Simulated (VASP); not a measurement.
ZnSb2C:

```
CELL_PARAMETERS angstrom
3.85107 0.00000 0.00000
0.00000 3.85107 0.00000
0.00000 0.00000 6.06506
ATOMIC_POSITIONS crystal
Zn 0.00000 0.00000 0.00000
Sb 0.00000 0.50000 0.29276
Sb 0.50000 0.00000 0.70724
C 0.50000 0.50000 0.50000
```

```yaml
Program: VASP 6.6.1
Task: relaxation of cell and atoms
Functional: r2SCAN
Potentials_or_basis: VASP PAW PBE potentials, release 64 (Zn, Sb, C)
Cutoff: 600 eV
k_mesh: 6 × 6 × 4
Occupations: fermi-dirac, width 0.02 eV
Spin: no spin polarisation
```

At the start: pressure -1.8 GPa; volume 22.49 Å³/atom.

Q: Where does the relaxation end?

A: Over 10 steps the energy falls by 4.1 meV/atom and the volume is 21.91 Å³/atom (-2.6 %); space group P-4m2 (No. 115, to 0.05 Å).

Step by step:
| step | energy change (eV) | largest force (eV/Å) | pressure (GPa) | volume (Å³) |
| --- | --- | --- | --- | --- |
| 1 | 0.0000 | 0.1435 | -1.76 | 89.95 |
| 2 | -0.0136 | 0.0900 | 0.75 | 86.78 |
| 3 | -0.0150 | 0.1039 | 0.14 | 87.50 |
| 4 | -0.0150 | 0.1054 | 0.09 | 87.55 |
| 5 | -0.0160 | 0.0276 | 0.03 | 87.60 |
| 6 | -0.0161 | 0.0003 | 0.01 | 87.61 |
| 7 | -0.0161 | 0.0570 | -0.03 | 87.65 |
| 8 | -0.0162 | 0.0149 | 0.00 | 87.62 |
| 9 | -0.0162 | 0.0070 | 0.00 | 87.63 |
| 10 | -0.0163 | 0.0026 | 0.00 | 87.63 |

Final structure:
```
Zn Sb C
1.0
     3.82839    0.00000    0.00000
     0.00000    3.82839    0.00000
     0.00000    0.00000    5.97872
Zn Sb C
1 2 1
Direct
  0.00000 0.00000 0.00000
  0.00000 0.50000 0.29069
  0.50000 0.00000 0.70931
  0.50000 0.50000 0.50000
```

Caveat: the PAW data sets were made with another functional, which shifts forces and pressure a little.
